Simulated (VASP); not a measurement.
**BP: vibrations by perturbation theory with PBEsol**

Crystal: BP.

```
CELL_PARAMETERS angstrom
0.00000 2.26007 2.26007
2.26007 0.00000 2.26007
2.26007 2.26007 0.00000
ATOMIC_POSITIONS crystal
B 0.00000 0.00000 0.00000
P 0.75000 0.75000 0.75000
```

| Quantity | Value |
| --- | --- |
| Program | VASP 6.6.1 |
| Task | vibrations by perturbation theory |
| Functional | PBEsol |
| Potentials or basis | VASP PAW PBE potentials, release 64 (B, P) |
| Cutoff | 520 eV |
| k mesh | 8 × 8 × 8 |
| Occupations | gaussian, width 0.01 eV |
| Spin | no spin polarisation |
| Dipole correction | no |
| Further INCAR settings | ALGO = Normal; EDIFF = 1e-08; NBANDS = 11; IBRION = 8; NSW = 1 |

```yaml
Electronic_dielectric_tensor_diagonal: 9.68
Born_charges_mean_of_the_diagonal: B -0.54; P +0.54 e
Highest_phonon_frequency_at_Γ_LO-TO_splitting_left_out: 811 cm⁻¹
```

Phonon frequencies in cm⁻¹ (negative: imaginary):
```
              q point        frequencies
(0.000, 0.000, 0.000)  0 0 0 811 811 811
```

Electronic dielectric tensor:
```
9.68 0.00 0.00
0.00 9.68 0.00
0.00 0.00 9.68
```

Born effective charge tensors (e):
atom 1, B
```
-0.54  0.00  0.00
 0.00 -0.54  0.00
 0.00  0.00 -0.54
```
atom 2, P
```
0.54 0.00 0.00
0.00 0.54 0.00
0.00 0.00 0.54
```

Wall time 2.8 min on 1 thread of Intel Xeon 8259CL, with other jobs on the host, peak memory 0.19 GiB.
